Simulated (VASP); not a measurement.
Write the native input for VASP 6.6.1 that does the following.

- Task: single point
- Functional: PBE
- Potentials or basis: VASP PAW PBE potentials, release 64 (Rb_sv, Re, B)
- Cutoff: 520 eV
- k mesh: 6 × 6 × 4
- Occupations: gaussian, width 0.1 eV
- Spin: no spin polarisation
- Dipole correction: no
- Further INCAR settings: ALGO = Normal; EDIFF = 1e-06; NBANDS = 19

The structure of RbReB2 lies in POSCAR:

```
RbReB2
1.0
    2.3339898579     -2.3360349150      0.0000000000
    2.3339898579      2.3360349150      0.0000000000
    0.0000000000      0.0000000000      6.2119284437
Rb Re B
1 1 2
Direct
    0.5000000000      0.5000000000      0.0000000000
    0.5000000000      0.5000000000      0.5000000000
    0.0000000000      0.0000000000      0.5000000000
    0.0000000000      0.0000000000      0.0000000000
```

The input as run:

INCAR

```
PREC = Accurate
ENCUT = 520
EDIFF = 1E-6
ISMEAR = 0
SIGMA = 0.1
LREAL = F
LASPH = T
NELM = 80
ALGO = Normal
ISIF = 2
LWAVE = F
LCHARG = F
GGA = PE
NBANDS = 19
```

KPOINTS

```
Automatic mesh
0
Gamma
  6 6 4
```

Potentials or basis: VASP PAW PBE potentials, release 64 (Rb_sv, Re, B).

Command:

```sh
$ cat potpaw_PBE.64/Rb_sv/POTCAR potpaw_PBE.64/Re/POTCAR potpaw_PBE.64/B/POTCAR > POTCAR
$ mpirun -np 1 vasp_std > vasp.out
```

It gave:

```json
{"Pressure": "0.3 GPa", "Band gap on the k mesh": "zero (band 11 reaches 3.90 eV, above the bottom of band 12 at 2.92 eV)"}
```

Caveat: spin-orbit coupling is left out, which moves the levels of the heavy elements.

Wall time 2 min on 1 thread of Intel Xeon 8259CL, on a shared host, peak memory 0.22 GiB.
